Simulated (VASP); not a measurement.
# ZnCu (Pm-3m) in VASP: further runs

ZnCu is run at these levels: LDA, PBEsol, PBE; tasks: single point.

Program: VASP 6.6.1. These are calculated values, not measurements. Logs are shortened: lines on timing, memory, paths and dates and some standing lists are left out, and cuts for length are marked.

## (1) The cell of the first run

Symmetry: Pm-3m, No. 221, cubic system. Conventional cell: a = 2.869 Å, b = 2.869 Å, c = 2.869 Å, α = 90.00°, β = 90.00°, γ = 90.00°. Within 3.3 Å of Zn (site symmetry m-3m) lie 8 Cu at 2.48 Å and 6 Zn at 2.87 Å. Within 3.3 Å of Cu (site symmetry m-3m) lie 8 Zn at 2.48 Å and 6 Cu at 2.87 Å.

## (2) Single point, LDA

INCAR

```
ALGO = Normal
EDIFF = 1E-6
ENCUT = 520
ISIF = 2
ISMEAR = -1
LASPH = True
LCHARG = False
LREAL = False
LWAVE = False
NBANDS = 18
NELM = 60
PREC = Accurate
SIGMA = 0.1
```

KPOINTS

```
k-points
0
Gamma
  11 11 11
```

POSCAR

```
ZnCu
1.0
    2.8688427224      0.0000000000      0.0000000000
    0.0000000000      2.8688427224      0.0000000000
    0.0000000000      0.0000000000      2.8688427224
Zn Cu
1 1
Direct
    0.5000000000      0.5000000000      0.5000000000
    0.0000000000      0.0000000000      0.0000000000
```

Potentials or basis: VASP PAW LDA potentials, release 64 (Zn, Cu).

Launch:

```console
> cat potpaw_LDA.64/Zn/POTCAR potpaw_LDA.64/Cu/POTCAR > POTCAR
> mpirun -np 1 vasp_std > vasp.out
```

OUTCAR:

```text
EDIFF = 1E-6
   ENCUT = 520
   ISIF = 2
   ISMEAR = -1
   LASPH = True
   LREAL = False
   NELM = 60
   PREC = Accurate

 ion  position               nearest neighbor table
   1  0.500  0.500  0.500-   2 2.48   2 2.48   2 2.48   2 2.48   2 2.48   2 2.48   2 2.48   2 2.48

   2  0.000  0.000  0.000-   1 2.48   1 2.48   1 2.48   1 2.48   1 2.48   1 2.48   1 2.48   1 2.48

  LATTYP: Found a simple cubic cell.
 ALAT       =     2.8688427224

  Lattice vectors:

 A1 = (   2.8688427224,   0.0000000000,   0.0000000000)
 A2 = (   0.0000000000,   2.8688427224,   0.0000000000)
 A3 = (   0.0000000000,   0.0000000000,   2.8688427224)

Analysis of symmetry for initial positions (statically):
=====================================================================
 Subroutine PRICEL returns:
 Original cell was already a primitive cell.

 Routine SETGRP: Setting up the symmetry group for a
 simple cubic supercell.

 Subroutine GETGRP returns: Found 48 space group operations
 (whereof 48 operations were pure point group operations)
 out of a pool of 48 trial point group operations.

The static configuration has the point symmetry O_h .

Analysis of symmetry for dynamics (positions and initial velocities):
=====================================================================
 Subroutine PRICEL returns:
 Original cell was already a primitive cell.

 Routine SETGRP: Setting up the symmetry group for a
 simple cubic supercell.

 Subroutine GETGRP returns: Found 48 space group operations
 (whereof 48 operations were pure point group operations)
 out of a pool of 48 trial point group operations.

The dynamic configuration has the point symmetry O_h .

 Subroutine INISYM returns: Found 48 space group operations
 (whereof 48 operations are pure point group operations),
 and found     1 'primitive' translations

----------------------------------------------------------------------------------------

                                     Primitive cell

  volume of cell :      23.6113

  direct lattice vectors                    reciprocal lattice vectors
     2.868842722  0.000000000  0.000000000     0.348572612  0.000000000  0.000000000
     0.000000000  2.868842722  0.000000000     0.000000000  0.348572612  0.000000000
     0.000000000  0.000000000  2.868842722     0.000000000  0.000000000  0.348572612

  length of vectors
     2.868842722  2.868842722  2.868842722     0.348572612  0.348572612  0.348572612

  position of ions in fractional coordinates (direct lattice)
     0.500000000  0.500000000  0.500000000
     0.000000000  0.000000000  0.000000000

  ion indices of the primitive-cell ions
   primitive index   ion index
                 1           1
                 2           2

----------------------------------------------------------------------------------------

 KPOINTS: k-points

Automatic generation of k-mesh.
 Grid dimensions read from file:
 generate k-points for:   11   11   11

 Generating k-lattice:

  Cartesian coordinates                     Fractional coordinates (reciprocal lattice)
     0.031688419  0.000000000  0.000000000     0.090909091  0.000000000  0.000000000
     0.000000000  0.031688419  0.000000000     0.000000000  0.090909091  0.000000000
     0.000000000  0.000000000  0.031688419     0.000000000  0.000000000  0.090909091

  Length of vectors
     0.031688419  0.031688419  0.031688419

  Shift w.r.t. Gamma in fractional coordinates (k-lattice)
     0.000000000  0.000000000  0.000000000

 Subroutine IBZKPT returns following result:
 ===========================================

 Found     56 irreducible k-points:

 Following reciprocal coordinates:
            Coordinates               Weight
  0.000000  0.000000  0.000000      1.000000
  0.090909  0.000000  0.000000      6.000000
  0.181818  0.000000  0.000000      6.000000
  0.272727  0.000000  0.000000      6.000000
  0.363636  0.000000  0.000000      6.000000
  0.454545  0.000000  0.000000      6.000000
[... 16 lines left out ...]
  0.181818  0.090909  0.090909     24.000000
  0.272727  0.090909  0.090909     24.000000
 [... further k-points ...]
   k-points           NKPTS =     56   k-points in BZ     NKDIM =     56   number of bands    NBANDS=     18
   number of dos      NEDOS =    301   number of ions     NIONS =      2
   total plane-waves  NPLWV =  13824
   dimension x,y,z NGX =    24 NGY =   24 NGZ =   24
   dimension x,y,z NGXF=    48 NGYF=   48 NGZF=   48
   ions per type =               1   1
   NGX,Y,Z   is equivalent  to a cutoff of  13.91, 13.91, 13.91 a.u.
   NGXF,Y,Z  is equivalent  to a cutoff of  27.82, 27.82, 27.82 a.u.
 SYSTEM =  unknown system
   PREC   = accura    normal or accurate (medium, high low for compatibility)
   ISTART =      0    job   : 0-new  1-cont  2-samecut
   ICHARG =      2    charge: 1-file 2-atom 10-const
   ISPIN  =      1    spin polarized calculation?
   LNONCOLLINEAR =      F non collinear calculations
   LSORBIT =      F    spin-orbit coupling
   LASPH  =      T    aspherical Exc in radial PAW
   ENCUT  =  520.0 eV  38.22 Ry    6.18 a.u.   5.33  5.33  5.33*2*pi/ulx,y,z
   NELM   =     60;   NELMIN=  2; NELMDL= -5     # of ELM steps
   EDIFF  = 0.1E-05   stopping-criterion for ELM
   LREAL  =      F    real-space projection
   EDIFFG = 0.1E-04   stopping-criterion for IOM
   NSW    =      0    number of steps for IOM
   IBRION =     -1    ionic relax: 0-MD 1-quasi-New 2-CG
   NFREE  =      0    steps in history (QN), initial steepest desc. (CG)
   ISIF   =      2    stress and relaxation
   ISYM   =      2    0-nonsym 1-usesym 2-fastsym
   POTIM  = 0.5000    time-step for ionic-motion
   TEBEG  =    0.0;   TEEND  =   0.0 temperature during run
   PSTRESS=    0.0 pullay stress
   NELECT =      23.0000    total number of electrons
   NUPDOWN=      -1.0000    fix difference up-down
   EMIN   =  10.00;   EMAX   =-10.00  energy-range for DOS
   EFERMI =   0.00;   METHOD = LEGACY
   ISMEAR =    -1;   SIGMA  =   0.10  broadening in eV -4-tet -1-fermi 0-gaus
   EFERMI_NEDOS =   21; number of points for ismear=-14 and -15
   IALGO  =     38    algorithm
   IMIX   =      4    mixing-type and parameters
     AMIX     =   0.40;   BMIX     =  1.00
     AMIX_MAG =   1.60;   BMIX_MAG =  1.00
  volume/ion in A,a.u.               =      11.81        79.67
  Fermi-wavevector in a.u.,A,eV,Ry     =   1.622846  3.066735 35.832710  2.633630
  Thomas-Fermi vector in A             =   2.716393
   LORBIT       =      0    0 simple, 1 ext, 2 COOP (PROOUT), +10 PAW based schemes
   GGA     = CA    functional components
   LHFCALC =     F    Hartree Fock is set to
   AEXX    =    0.0000 exact exchange contribution
   IVDW    =     0    specifies the selected vdW correction
   LEPSILON=     F    determine dielectric tensor
   LRPA    =     F    only Hartree local field effects (RPA)
 non-spin polarized calculation
  energy-cutoff  :      520.00
  volume of cell :       23.61
 maximum number of plane-waves:       655
 NGX is ok and might be reduce to    24
   NGX = 11   NGY = 11   NGZ = 11

 number of electron      22.9999979 magnetization

 Free energy of the ion-electron system (eV)
  ---------------------------------------------------
  ext. energy  EPLUGINS =         0.00000000
  ---------------------------------------------------
  free energy    TOTEN  =        -6.80651209 eV

  energy without entropy =       -6.79331832  energy(sigma->0) =       -6.79991520

 E-fermi :   6.0840     XC(G=0): -13.2131

 val. band max:        6.0816251895   @ k =   0.4545   0.3636   0.3636
 cond. band min:       6.0936681892   @ k =   0.4545   0.4545   0.2727
 fundamental gap:      0.0120429997
 Fermi energy:         6.0840129087

 k-point     1 :       0.0000    0.0000    0.0000
  band No.  band energies     occupation
      1      -4.8649      2.00000
      2      -2.0971      2.00000
      3      -2.0971      2.00000
      4      -1.2737      2.00000
      5      -1.2737      2.00000
      6      -1.2737      2.00000
[... 10 lines left out ...]
     17      19.5215      0.00000
     18      30.4207      0.00000

 k-point     2 :       0.0909    0.0000    0.0000
  band No.  band energies     occupation
      1      -4.7068      2.00000
      2      -2.0754      2.00000
      3      -2.0597      2.00000
      4      -1.2883      2.00000
      5      -1.2883      2.00000
      6      -1.2653      2.00000
[... 10 lines left out ...]
     17      20.4941      0.00000
     18      28.8901      0.00000

 k-point     3 :       0.1818    0.0000    0.0000
  band No.  band energies     occupation
      1      -4.2419      2.00000
      2      -2.0162      2.00000
      3      -1.9532      2.00000
      4      -1.3273      2.00000
      5      -1.3273      2.00000
      6      -1.2427      2.00000
[... 10 lines left out ...]
     17      23.4792      0.00000
     18      26.6815      0.00000

 k-point     4 :       0.2727    0.0000    0.0000
  band No.  band energies     occupation
      1      -3.5105      2.00000
      2      -1.9366      2.00000
      3      -1.7812      2.00000
      4      -1.3780      2.00000
      5      -1.3780      2.00000
      6      -1.2126      2.00000
[... 375 lines left out ...]
      4      -1.3139      2.00000
      5      -1.3139      2.00000
      6      -1.2668      2.00000
[... 10 lines left out ...]
     17      21.3441      0.00000
     18      26.5942      0.00000

 k-point    23 :       0.1818    0.0909    0.0909
  band No.  band energies     occupation
      1      -3.9416      2.00000
      2      -1.9576      2.00000
      3      -1.9045      2.00000
      4      -1.3574      2.00000
      5      -1.3468      2.00000
      6      -1.2621      2.00000
[... 10 lines left out ...]
     17      23.7765      0.00000
     18      24.0556      0.00000

 k-point    24 :       0.2727    0.0909    0.0909
  band No.  band energies     occupation
      1      -3.2401      2.00000
      2      -1.8863      2.00000
      3      -1.7515      2.00000
      4      -1.4147      2.00000
      5      -1.3646      2.00000
      6      -1.2494      2.00000
[... 10 lines left out ...]
     17      21.7563      0.00000
     18      22.1384      0.00000

 [... further k-points ...]

------------------------ aborting loop because EDIFF is reached ----------------------------------------

  FORCE on cell =-STRESS in cart. coord.  units (eV):
  Direction    XX          YY          ZZ          XY          YZ          ZX
  --------------------------------------------------------------------------------------
  -------------------------------------------------------------------------------------
  Total        0.1596326      0.1596326      0.1596326      0.0000000      0.0000000     -0.0000000
  in kB       10.8320854     10.8320854     10.8320854      0.0000000      0.0000000     -0.0000000
  external PRESSURE =      10.8320854 kB  Pullay stress =       0.0000000 kB

 VOLUME and BASIS-vectors are now :
 -----------------------------------------------------------------------------
  energy-cutoff  :      520.00
  volume of cell :       23.61
      direct lattice vectors                 reciprocal lattice vectors
     2.868842722  0.000000000  0.000000000     0.348572612  0.000000000  0.000000000
     0.000000000  2.868842722  0.000000000     0.000000000  0.348572612  0.000000000
     0.000000000  0.000000000  2.868842722     0.000000000  0.000000000  0.348572612

 POSITION                                       TOTAL-FORCE (eV/Angst)
 -----------------------------------------------------------------------------------
      1.43442      1.43442      1.43442         0.000000      0.000000      0.000000
      0.00000      0.00000      0.00000         0.000000      0.000000      0.000000
 -----------------------------------------------------------------------------------
    total drift:                                0.000000      0.000000     -0.000000

  FREE ENERGIE OF THE ION-ELECTRON SYSTEM (eV)
  ---------------------------------------------------
  free  energy   TOTEN  =        -6.8065120883 eV

  energy  without entropy=       -6.7933183155  energy(sigma->0) =       -6.79991520
```

Wall time 12 s (1 thread of Intel Xeon Platinum 8488C (Sapphire Rapids), shared host); peak memory 0.14 GiB.

Results:

```
Free energy : -6.8065 eV
Pressure    : 1.1 GPa
```

## (3) Single point, PBEsol

This run uses another cell than the first one, of 12.29 Å³/atom, 1.041 times its volume.

INCAR

```
SYSTEM = ZnCu
ALGO = Normal ; EDIFF = 1E-7
ENCUT = 520 ; GGA = PS
ISIF = 2 ; ISMEAR = -1
LASPH = .TRUE. ; LCHARG = .FALSE.
LREAL = .FALSE. ; LWAVE = .FALSE.
NBANDS = 18 ; NELM = 60
PREC = Accurate ; SIGMA = 0.1
```

KPOINTS

```
k-points
0
G
  11 11 11
  0 0 0
```

POSCAR

```
ZnCu
1.0
    2.9072118100      0.0000000000      0.0000000000
    0.0000000000      2.9072118100      0.0000000000
    0.0000000000      0.0000000000      2.9072118100
Zn Cu
1 1
Direct
    0.5000000000      0.5000000000      0.5000000000
    0.0000000000      0.0000000000      0.0000000000
```

Potentials or basis: VASP PAW PBE potentials, release 64 (Zn, Cu).

Launch:

```console
> cat potpaw_PBE.64/Zn/POTCAR potpaw_PBE.64/Cu/POTCAR > POTCAR
> mpirun -np 1 vasp_std > vasp.out
```

It took 17 s on 1 thread of Intel Xeon Platinum 8488C (Sapphire Rapids), shared host; peak memory 0.15 GiB.

Results (log left out):

| Property | Result |
| --- | --- |
| Free energy | -6.1075 eV |
| Pressure | 0.8 GPa |

Levels at points of the mesh, in eV from the Fermi level:
```csv
k point,band 7,band 8,band 9,band 10,band 11,band 12,band 13,band 14,band 15,band 16
"(0.00, 0.00, 0.00)",-3.65,-3.65,-2.76,-2.76,-2.76,6.37,6.37,6.37,11.55,11.55
```

Caveat: the PAW data sets were made with another functional, which shifts forces and pressure a little.

## (4) Single point, PBE

This run uses another cell than the first one, of 13.00 Å³/atom, 1.101 times its volume.

INCAR

```
SYSTEM = ZnCu
PREC = Accurate
ENCUT = 520
EDIFF = 1E-6
ISMEAR = -1
SIGMA = 0.1
LREAL = .False.
LASPH = .True.
NELM = 60
ALGO = Normal
ISIF = 2
LWAVE = .False.
LCHARG = .False.
GGA = PE
NBANDS = 18
```

KPOINTS

```
Automatic mesh
0
Gamma
  11 11 11
  0 0 0
```

POSCAR

```
ZnCu
1.0
    2.9625317772      0.0000000000      0.0000000000
    0.0000000000      2.9625317772      0.0000000000
    0.0000000000      0.0000000000      2.9625317772
Zn Cu
1 1
Direct
    0.5000000000      0.5000000000      0.5000000000
    0.0000000000      0.0000000000      0.0000000000
```

Launch:

```console
> cat potpaw_PBE.64/Zn/POTCAR potpaw_PBE.64/Cu/POTCAR > POTCAR
> mpirun -np 1 vasp_std > vasp.out
```

It took 19 s on 1 thread of Intel Xeon Platinum 8488C (Sapphire Rapids), shared host; peak memory 0.15 GiB.

The run converged. Its results:

* Free energy: -5.0253 eV
* Pressure: 0.6 GPa

Levels at points of the mesh, in eV from the Fermi level:
```
           k point  band 9  band 10  band 11  band 12  band 13  band 14
(0.00, 0.00, 0.00)   -2.67    -2.67    -2.67     6.21     6.21     6.21
```

## (5) Overview

| level | potentials or basis | cell | gap on the mesh (eV) | pressure (GPa) |
| --- | --- | --- | --- | --- |
| LDA | VASP PAW LDA potentials, release 64 (Zn, Cu) | a = 2.869 Å, 2 atoms | none | 1.1 |
| PBEsol | VASP PAW PBE potentials, release 64 (Zn, Cu) | a = 2.907 Å, 2 atoms | none | 0.8 |
| PBE | VASP PAW PBE potentials, release 64 (Zn, Cu) | a = 2.963 Å, 2 atoms | none | 0.6 |

Alike in all rows: task single point; no spin polarisation; k mesh 11 × 11 × 11; cutoff (eV) 520; smearing fermi-dirac 0.1 eV.

Caveats: the PAW data sets were made with another functional, which shifts forces and pressure a little (some runs).

Total energies depend on the potentials used, so only differences within one code and one set of settings carry meaning.
